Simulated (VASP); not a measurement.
**Gd: single point with PBEsol+D4**

Gd:

```
Gd
1.0
     0.00000    2.58582    2.58582
     2.58582    0.00000    2.58582
     2.58582    2.58582    0.00000
Gd
1
Direct
  0.00000 0.00000 0.00000
```

This isn't the form of Gd at room conditions, which is hcp.

- Program: VASP 6.6.1
- Task: single point
- Functional: PBEsol
- Dispersion: D4
- Potentials or basis: VASP PAW PBE potentials, release 64 (Gd)
- Cutoff: 520 eV
- k mesh: 7 × 7 × 7
- Occupations: gaussian, width 0.05 eV
- Spin: collinear spin, ferromagnetic start
- Starting moments: [7.0] μB
- Dipole correction: no
- Further INCAR settings: ALGO = Normal; EDIFF = 1e-06; NBANDS = 19

* Pressure: -4.6 GPa
* Net moment: 7.30 μB per cell
* Site moments: Gd +6.87 μB
* Valence electrons inside the program's atomic spheres: Gd 15.17
* Dispersion energy per atom: -0.162 eV

Levels at points of the mesh, in eV from the Fermi level:
Spin up:
| k point | band 9 | band 10 | band 11 | band 12 | band 13 | band 14 | band 15 | band 16 | band 17 | band 18 |
| --- | --- | --- | --- | --- | --- | --- | --- | --- | --- | --- |
| (0.00, 0.00, 0.00) | -4.78 | -4.70 | -4.70 | -4.70 | 1.32 | 1.32 | 1.32 | 3.44 | 3.44 | 8.92 |
Spin down:
| k point | band 1 | band 2 | band 3 | band 4 | band 5 | band 6 | band 7 | band 8 | band 9 | band 10 |
| --- | --- | --- | --- | --- | --- | --- | --- | --- | --- | --- |
| (0.00, 0.00, 0.00) | -42.15 | -20.05 | -20.05 | -20.05 | -4.36 | 0.22 | 0.40 | 0.40 | 0.40 | 0.64 |

Wall time 2.7 min on 1 thread of Intel Xeon 8259CL, on a shared host, peak memory 0.19 GiB.

Caveat: the cell stands under tension; the PAW data sets were made with another functional, which shifts forces and pressure a little; spin-orbit coupling is left out, which moves the levels of the heavy elements; semilocal functionals describe open f shells poorly, which spoils levels, moments and volumes. The state reached can hang on the start; a lower one may exist.
